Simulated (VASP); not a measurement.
# Ni (I4/mmm) in VASP: single point with PBEsol

Aim: the single point of Ni with PBEsol.

All numbers are computed with VASP 6.6.1; they aren't measurements. Logs are shortened: lines on timing, memory, paths and dates and some standing lists are left out, and cuts for length are marked.

### 1 The cell of the first run

The structure is tetragonal, space group I4/mmm (No. 139). The conventional cell has a = 2.480 Å, b = 2.480 Å, c = 2.755 Å, α = 90.00°, β = 90.00°, γ = 90.00°. Within 2.9 Å of Ni (site symmetry 4/mmm) lie 14 Ni at 2.23 to 2.76 Å.

### 2 Single point, PBEsol, collinear spin, ferromagnetic start (strain -0.1000 x Voigt [1, 1, 0, 0, 0, 0])

Contents of INCAR:

```
SYSTEM = Ni
  PREC = Accurate
  ENCUT = 520
  EDIFF = 1E-6
  ISMEAR = 0
  SIGMA = 0.15
  LREAL = .FALSE.
  LASPH = .TRUE.
  NELM = 150
  ALGO = Normal
  ISIF = 2
  LWAVE = .FALSE.
  LCHARG = .FALSE.
  ISPIN = 2
  MAGMOM = 0.6
  LORBIT = 11
  LMAXMIX = 4
  GGA = PS
  NBANDS = 15
```

Contents of KPOINTS:

```
Automatic mesh
0
G
  30 30 30
  0 0 0
```

Contents of POSCAR:

```
Ni
1.0
   -1.2397840028      1.2397840028      1.3775377809
    1.2397840028     -1.2397840028      1.3775377809
    1.2397840028      1.2397840028     -1.3775377809
Ni
1
Direct
    0.0000000000      0.0000000000      0.0000000000
```

Potentials or basis: VASP PAW PBE potentials, release 64 (Ni).

On the command line:

```
$ cat potpaw_PBE.64/Ni/POTCAR > POTCAR
$ mpirun -np 1 vasp_std > vasp.out
```

OUTCAR:

```text
SYSTEM = Ni
   PREC = Accurate
   ENCUT = 520
   EDIFF = 1E-6
   ISMEAR = 0
   LREAL = .FALSE.
   LASPH = .TRUE.
   NELM = 150
   ISIF = 2
   ISPIN = 2
   LORBIT = 11
   GGA = PS

 ion  position               nearest neighbor table
   1  0.000  0.000  0.000-

  LATTYP: Found a body centered tetragonal cell.
 ALAT       =     2.4795680056
 C/A-ratio  =     1.1111111111

  Lattice vectors:

 A1 = (  -1.2397840028,   1.2397840028,   1.3775377809)
 A2 = (   1.2397840028,  -1.2397840028,   1.3775377809)
 A3 = (   1.2397840028,   1.2397840028,  -1.3775377809)

Analysis of symmetry for initial positions (statically):
=====================================================================
 Subroutine PRICEL returns:
 Original cell was already a primitive cell.

 Routine SETGRP: Setting up the symmetry group for a
 body centered tetragonal supercell.

 Subroutine GETGRP returns: Found 16 space group operations
 (whereof 16 operations were pure point group operations)
 out of a pool of 16 trial point group operations.

The static configuration has the point symmetry D_4h.

Analysis of symmetry for dynamics (positions and initial velocities):
=====================================================================
 Subroutine PRICEL returns:
 Original cell was already a primitive cell.

 Routine SETGRP: Setting up the symmetry group for a
 body centered tetragonal supercell.

 Subroutine GETGRP returns: Found 16 space group operations
 (whereof 16 operations were pure point group operations)
 out of a pool of 16 trial point group operations.

The dynamic configuration has the point symmetry D_4h.

Analysis of structural, dynamic, and magnetic symmetry:
=====================================================================
 Subroutine PRICEL returns:
 Original cell was already a primitive cell.

 Routine SETGRP: Setting up the symmetry group for a
 body centered tetragonal supercell.

 Subroutine GETGRP returns: Found 16 space group operations
 (whereof 16 operations were pure point group operations)
 out of a pool of 16 trial point group operations.

The overall configuration has the point symmetry D_4h.

 Subroutine INISYM returns: Found 16 space group operations
 (whereof 16 operations are pure point group operations),
 and found     1 'primitive' translations

----------------------------------------------------------------------------------------

                                     Primitive cell

  volume of cell :       8.4695

  direct lattice vectors                    reciprocal lattice vectors
    -1.239784003  1.239784003  1.377537781     0.000000000  0.403296057  0.362966451
     1.239784003 -1.239784003  1.377537781     0.403296057  0.000000000  0.362966451
     1.239784003  1.239784003 -1.377537781     0.403296057  0.403296057  0.000000000

  length of vectors
     2.229739690  2.229739690  2.229739690     0.542579353  0.542579353  0.570346754

  position of ions in fractional coordinates (direct lattice)
     0.000000000  0.000000000  0.000000000

  ion indices of the primitive-cell ions
   primitive index   ion index
                 1           1

----------------------------------------------------------------------------------------

 KPOINTS: Automatic mesh

Automatic generation of k-mesh.
 Grid dimensions read from file:
 generate k-points for:   30   30   30

 Generating k-lattice:

  Cartesian coordinates                     Fractional coordinates (reciprocal lattice)
     0.000000000  0.013443202  0.012098882     0.033333333  0.000000000  0.000000000
     0.013443202  0.000000000  0.012098882     0.000000000  0.033333333  0.000000000
     0.013443202  0.013443202  0.000000000     0.000000000  0.000000000  0.033333333

  Length of vectors
     0.018085978  0.018085978  0.019011558

  Shift w.r.t. Gamma in fractional coordinates (k-lattice)
     0.000000000  0.000000000  0.000000000

 Subroutine IBZKPT returns following result:
 ===========================================

 Found   1992 irreducible k-points:

 Following reciprocal coordinates:
            Coordinates               Weight
  0.000000  0.000000  0.000000      1.000000
  0.033333  0.000000 -0.000000      8.000000
  0.066667  0.000000 -0.000000      8.000000
  0.100000  0.000000 -0.000000      8.000000
  0.133333  0.000000 -0.000000      8.000000
  0.166667  0.000000 -0.000000      8.000000
[... 16 lines left out ...]
  0.233333  0.033333  0.000000     16.000000
  0.266667  0.033333 -0.000000     16.000000
 [... further k-points ...]
   k-points           NKPTS =   1992   k-points in BZ     NKDIM =   1992   number of bands    NBANDS=     15
   number of dos      NEDOS =    301   number of ions     NIONS =      1
   total plane-waves  NPLWV =   5832
   dimension x,y,z NGX =    18 NGY =   18 NGZ =   18
   dimension x,y,z NGXF=    36 NGYF=   36 NGZF=   36
   ions per type =               1
   NGX,Y,Z   is equivalent  to a cutoff of  13.42, 13.42, 13.42 a.u.
   NGXF,Y,Z  is equivalent  to a cutoff of  26.84, 26.84, 26.84 a.u.
 SYSTEM =  Ni
   PREC   = accura    normal or accurate (medium, high low for compatibility)
   ISTART =      0    job   : 0-new  1-cont  2-samecut
   ICHARG =      2    charge: 1-file 2-atom 10-const
   ISPIN  =      2    spin polarized calculation?
   LNONCOLLINEAR =      F non collinear calculations
   LSORBIT =      F    spin-orbit coupling
   LASPH  =      T    aspherical Exc in radial PAW
   ENCUT  =  520.0 eV  38.22 Ry    6.18 a.u.   4.15  4.15  4.15*2*pi/ulx,y,z
   NELM   =    150;   NELMIN=  2; NELMDL= -5     # of ELM steps
   EDIFF  = 0.1E-05   stopping-criterion for ELM
   LREAL  =      F    real-space projection
   EDIFFG = 0.1E-04   stopping-criterion for IOM
   NSW    =      0    number of steps for IOM
   IBRION =     -1    ionic relax: 0-MD 1-quasi-New 2-CG
   NFREE  =      0    steps in history (QN), initial steepest desc. (CG)
   ISIF   =      2    stress and relaxation
   ISYM   =      2    0-nonsym 1-usesym 2-fastsym
   POTIM  = 0.5000    time-step for ionic-motion
   TEBEG  =    0.0;   TEEND  =   0.0 temperature during run
   PSTRESS=    0.0 pullay stress
   NELECT =      10.0000    total number of electrons
   NUPDOWN=      -1.0000    fix difference up-down
   EMIN   =  10.00;   EMAX   =-10.00  energy-range for DOS
   EFERMI =   0.00;   METHOD = LEGACY
   ISMEAR =     0;   SIGMA  =   0.15  broadening in eV -4-tet -1-fermi 0-gaus
   EFERMI_NEDOS =   21; number of points for ismear=-14 and -15
   IALGO  =     38    algorithm
   IMIX   =      4    mixing-type and parameters
     AMIX     =   0.40;   BMIX     =  1.00
     AMIX_MAG =   1.60;   BMIX_MAG =  1.00
  volume/ion in A,a.u.               =       8.47        57.15
  Fermi-wavevector in a.u.,A,eV,Ry     =   1.730306  3.269805 40.735295  2.993960
  Thomas-Fermi vector in A             =   2.804887
   LORBIT       =     11    0 simple, 1 ext, 2 COOP (PROOUT), +10 PAW based schemes
   GGA     = PS    functional components
   LHFCALC =     F    Hartree Fock is set to
   AEXX    =    0.0000 exact exchange contribution
   IVDW    =     0    specifies the selected vdW correction
   LEPSILON=     F    determine dielectric tensor
   LRPA    =     F    only Hartree local field effects (RPA)
 spin polarized calculation
 Gauss-broadening in eV      SIGMA  =   0.15
  energy-cutoff  :      520.00
  volume of cell :        8.47
 maximum number of plane-waves:       245
 NGX is ok and might be reduce to    18
   NGX =  9   NGY =  9   NGZ =  9

 number of electron      10.0000008 magnetization       0.0033489

 Free energy of the ion-electron system (eV)
  ---------------------------------------------------
  ext. energy  EPLUGINS =         0.00000000
  ---------------------------------------------------
  free energy    TOTEN  =        -5.67653102 eV

  energy without entropy =       -5.65855324  energy(sigma->0) =       -5.66754213

 E-fermi :  13.0708     XC(G=0): -14.9886

 val. band max:       13.0695164615   @ k =  -0.2333  -0.4667   0.1000
 cond. band min:      13.0713207118   @ k =  -0.2333   0.4667   0.1333
 fundamental gap:      0.0018042503
 Fermi energy:        13.0707813887

 spin component 1

 k-point     1 :       0.0000    0.0000    0.0000
  band No.  band energies     occupation
      1       2.3012      1.00000
      2      10.1503      1.00000
      3      10.1503      1.00000
      4      10.8567      1.00000
      5      11.7738      1.00000
      6      12.5200      1.00000
      7      40.4445      0.00000
      8      42.9720      0.00000
      9      42.9720      0.00000
     10      48.4744      0.00000
     11      49.8002      0.00000
     12      49.8612      0.00000
     13      51.0548      0.00000
     14      51.0548      0.00000
     15      54.7484      0.00000

 k-point     2 :       0.0333    0.0000   -0.0000
  band No.  band energies     occupation
      1       2.3555      1.00000
      2      10.1498      1.00000
      3      10.1613      1.00000
      4      10.8601      1.00000
      5      11.7649      1.00000
      6      12.5115      1.00000
      7      40.3215      0.00000
      8      42.6796      0.00000
      9      42.9444      0.00000
     10      48.4584      0.00000
     11      48.7874      0.00000
     12      50.2031      0.00000
     13      50.8944      0.00000
     14      51.9754      0.00000
     15      54.0893      0.00000
[... 365 lines left out ...]
      3       9.9856      1.00000
      4      11.6368      1.00000
      5      11.9540      1.00000
      6      12.3463      1.00000
      7      31.2035      0.00000
      8      38.0039      0.00000
      9      41.4782      0.00000
     10      44.1342      0.00000
     11      47.0496      0.00000
     12      49.1187      0.00000
     13      52.6037      0.00000
     14      58.5047      0.00000
     15      59.0253      0.00000

 k-point    24 :       0.2667    0.0333   -0.0000
  band No.  band energies     occupation
      1       5.5920      1.00000
      2       9.7498      1.00000
      3      10.0085      1.00000
      4      11.6714      1.00000
      5      12.2428      1.00000
      6      12.3864      1.00000
      7      29.4141      0.00000
      8      37.3609      0.00000
      9      40.9297      0.00000
     10      43.5939      0.00000
     11      46.8924      0.00000
     12      49.9426      0.00000
     13      52.6709      0.00000
     14      58.9117      0.00000
     15      60.2016      0.00000

 [... further k-points ...]

 Fermi energy:        13.0707813887

 spin component 2

 k-point     1 :       0.0000    0.0000    0.0000
  band No.  band energies     occupation
      1       2.3014      1.00000
      2      10.1543      1.00000
      3      10.1543      1.00000
      4      10.8605      1.00000
      5      11.7769      1.00000
      6      12.5228      1.00000
      7      40.4444      0.00000
      8      42.9719      0.00000
      9      42.9719      0.00000
     10      48.4745      0.00000
     11      49.7999      0.00000
     12      49.8620      0.00000
     13      51.0562      0.00000
     14      51.0562      0.00000
     15      54.7498      0.00000

 k-point     2 :       0.0333    0.0000   -0.0000
  band No.  band energies     occupation
      1       2.3558      1.00000
      2      10.1539      1.00000
      3      10.1653      1.00000
      4      10.8639      1.00000
      5      11.7680      1.00000
      6      12.5143      1.00000
      7      40.3214      0.00000
      8      42.6795      0.00000
      9      42.9443      0.00000
     10      48.4586      0.00000
     11      48.7878      0.00000
     12      50.2036      0.00000
     13      50.8958      0.00000
     14      51.9763      0.00000
     15      54.0907      0.00000
[... 365 lines left out ...]
      3       9.9889      1.00000
      4      11.6401      1.00000
      5      11.9581      1.00000
      6      12.3492      1.00000
      7      31.2046      0.00000
      8      38.0040      0.00000
      9      41.4791      0.00000
     10      44.1351      0.00000
     11      47.0503      0.00000
     12      49.1190      0.00000
     13      52.6044      0.00000
     14      58.5079      0.00000
     15      59.0306      0.00000

 k-point    24 :       0.2667    0.0333   -0.0000
  band No.  band energies     occupation
      1       5.5926      1.00000
      2       9.7535      1.00000
      3      10.0114      1.00000
      4      11.6747      1.00000
      5      12.2467      1.00000
      6      12.3897      1.00000
      7      29.4154      0.00000
      8      37.3609      0.00000
      9      40.9306      0.00000
     10      43.5947      0.00000
     11      46.8931      0.00000
     12      49.9430      0.00000
     13      52.6716      0.00000
     14      58.9193      0.00000
     15      60.2024      0.00000

 [... further k-points ...]

------------------------ aborting loop because EDIFF is reached ----------------------------------------

  FORCE on cell =-STRESS in cart. coord.  units (eV):
  Direction    XX          YY          ZZ          XY          YZ          ZX
  --------------------------------------------------------------------------------------
  -------------------------------------------------------------------------------------
  Total        3.8782645      3.8782645      4.2756314      0.0000000     -0.0000000      0.0000000
  in kB      733.6559382    733.6559382    808.8263217      0.0000000     -0.0000000      0.0000000
  external PRESSURE =     758.7127327 kB  Pullay stress =       0.0000000 kB

 VOLUME and BASIS-vectors are now :
 -----------------------------------------------------------------------------
  energy-cutoff  :      520.00
  volume of cell :        8.47
      direct lattice vectors                 reciprocal lattice vectors
    -1.239784003  1.239784003  1.377537781     0.000000000  0.403296057  0.362966451
     1.239784003 -1.239784003  1.377537781     0.403296057  0.000000000  0.362966451
     1.239784003  1.239784003 -1.377537781     0.403296057  0.403296057  0.000000000

 POSITION                                       TOTAL-FORCE (eV/Angst)
 -----------------------------------------------------------------------------------
      0.00000      0.00000      0.00000        -0.000000      0.000000      0.000000
 -----------------------------------------------------------------------------------
    total drift:                                0.000000      0.000000      0.000000

  FREE ENERGIE OF THE ION-ELECTRON SYSTEM (eV)
  ---------------------------------------------------
  free  energy   TOTEN  =        -5.6765310216 eV

  energy  without entropy=       -5.6585532376  energy(sigma->0) =       -5.66754213

 total charge

# of ion       s       p       d       tot
------------------------------------------
    1        0.621   0.765   8.509   9.896

 magnetization (x)

# of ion       s       p       d       tot
------------------------------------------
    1       -0.000  -0.000   0.003   0.003
```

It took 7.3 min on 1 thread of Intel Xeon Platinum 8488C (Sapphire Rapids), shared host; peak memory 0.48 GiB.

What came out:

* Free energy: -5.6765 eV
* Pressure: 75.9 GPa
* Band gap on the k mesh: zero (filled and empty bands overlap)
* Net moment: 0.00 μB per cell
* Valence electrons inside the program's atomic spheres: Ni 9.90

Levels at points of the mesh, in eV from the Fermi level:
Spin up:
```csv
k point,band 2,band 3,band 4,band 5,band 6,band 7,band 8,band 9
"(0.00, 0.00, 0.00)",-2.92,-2.92,-2.21,-1.30,-0.55,27.37,29.90,29.90
"(0.50, 0.00, 0.00)",-3.77,-1.40,-0.44,-0.38,0.49,8.45,22.28,25.56
"(0.50, 0.50, 0.00)",-4.70,-0.38,-0.32,0.63,0.70,9.75,19.79,21.61
"(0.50, 0.50, 0.50)",-5.63,0.13,0.30,0.30,8.39,13.18,13.18,16.75
```
Spin down:
| k point | band 3 | band 4 | band 5 | band 6 | band 7 | band 8 |
| --- | --- | --- | --- | --- | --- | --- |
| (0.00, 0.00, 0.00) | -2.92 | -2.21 | -1.29 | -0.55 | 27.37 | 29.90 |
| (0.50, 0.00, 0.00) | -1.40 | -0.44 | -0.38 | 0.49 | 8.46 | 22.28 |
| (0.50, 0.50, 0.00) | -0.38 | -0.32 | 0.63 | 0.70 | 9.75 | 19.79 |
| (0.50, 0.50, 0.50) | 0.14 | 0.31 | 0.31 | 8.39 | 13.18 | 13.18 |

Caveat: the cell differs from its parent crystal (strain -0.1000 x Voigt [1, 1, 0, 0, 0, 0]); the PAW data sets were made with another functional, which shifts forces and pressure a little.
